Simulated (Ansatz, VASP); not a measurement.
# Two plane-wave programs on ZnCu

File INCAR:

```
PREC = Accurate
ENCUT = 520
EDIFF = 1E-7
ISMEAR = -1
SIGMA = 0.05
LREAL = False
LASPH = True
NELM = 60
ALGO = Fast
ISIF = 2
LWAVE = False
LCHARG = True
GGA = PE
LELF = True
LVHAR = True
NBANDS = 18
```

File KPOINTS:

```
Automatic mesh
0
Gamma
  11 11 7
```

File POSCAR:

```
ZnCu
1.0
    1.4880390000     -2.1212790000      0.0000000000
    1.4880390000      2.1212790000      0.0000000000
    0.0000000000      0.0000000000      4.1407460000
Zn Cu
1 1
Direct
    0.5000000000      0.5000000000      0.5000000000
    0.0000000000      0.0000000000      0.0000000000
```

File input.yaml:

```yaml
crystal:
  lattice:
    - [1.488039, -2.121279, 0.0]
    - [1.488039, 2.121279, 0.0]
    - [0.0, 0.0, 4.140746]
  atoms:
    - { symbol: Zn, position: [0.5, 0.5, 0.5] }
    - { symbol: Cu, position: [0.0, 0.0, 0.0] }
hamiltonian:
  xc: pbe
  pseudopotentials: { kind: paw }
kpoints:
  mp_grid: { grid: [11, 11, 7] }
scf:
  occupations: { method: fermi_dirac, width: 0.05 }
output:
  forces: true
  stress: true
  eigenvalues: true
  write_density: true
  write_potential: true
  elf: true
  volumetric_format: npy
```

Alike in both runs: task single point; functional PBE; k mesh 11 × 11 × 7; occupations fermi-dirac, width 0.05 eV; no spin polarisation.

```csv
,VASP,Ansatz
version,VASP 6.6.1,Ansatz 0.2.0
potentials or method,"VASP PAW PBE potentials, release 64 (Zn, Cu)",Ansatz PAW
plane-wave cutoff (eV),520,420
valence electrons in the cell,23,31
```

|  | VASP | Ansatz | Ansatz less VASP |
| --- | --- | --- | --- |
| gap on the k mesh at the Fermi level (eV) | none | none | - |
| pressure (GPa) | 0.6 | 0.2 | -0.44 |
| traceless stress, the component that is largest in VASP (GPa) | 0.66 | 0.66 | +0.003 |

A gap of «none» marks a metal or a gap that the smearing closes. VASP's potentials hold 23 valence electrons a cell and Ansatz's 31, so a difference there can come from the potentials and not from the codes.
